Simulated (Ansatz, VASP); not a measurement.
## C19O in VASP and in Ansatz

```
CELL_PARAMETERS angstrom
7.39800 0.00000 0.00000
-3.69900 6.40686 0.00000
0.00000 0.00000 12.00000
ATOMIC_POSITIONS crystal
C 0.99227 0.98870 0.06666
C 0.21555 0.10029 0.06662
C 0.99309 0.32280 0.06665
C 0.21469 0.43359 0.06662
C 0.99305 0.65533 0.06657
C 0.21474 0.76616 0.06653
C 0.32644 0.98953 0.06655
C 0.54801 0.10026 0.06660
C 0.32640 0.32198 0.06664
C 0.54804 0.43275 0.06662
C 0.32559 0.65537 0.06656
C 0.54889 0.76697 0.06663
C 0.65973 0.98868 0.06663
C 0.88137 0.09939 0.06667
C 0.65890 0.32202 0.06662
C 0.88221 0.43361 0.06659
C 0.65976 0.65617 0.06664
C 0.88136 0.76694 0.06664
C 0.14907 0.68437 0.34214
O 0.09195 0.51509 0.36384
```

Alike in both runs: functional PBEsol; k mesh 2 × 2 × 1; occupations fermi-dirac, width 0.05 eV; no spin polarisation.

Ansatz relaxed the structure, and its values are those at the end. VASP's run is a single point on that final structure, the one shown.

```csv
,VASP,Ansatz
version,VASP 6.6.1,Ansatz 0.2.0
potentials or method,"VASP PAW PBE potentials, release 64 (C, O), cutoff 520 eV","scalar-relativistic, plane waves, PAW"
valence electrons in the cell,82,82
```

|  | VASP | Ansatz | Ansatz less VASP |
| --- | --- | --- | --- |
| rms of the force components (eV/Å) | 0.181 | 0.007 | -0.1742 |

VASP's potentials were made for PBE, not for PBEsol, and Ansatz warns of the same on its side. One of these differences is far larger than is usual between the two programs; its cause wasn't traced. With one functional, cell and mesh, what is left measures potentials, basis and numerics.

The k mesh is coarse, so the values compare programs but aren't converged. Noted on VASP's run: the standard files for N, O and F lose accuracy on very short bonds.
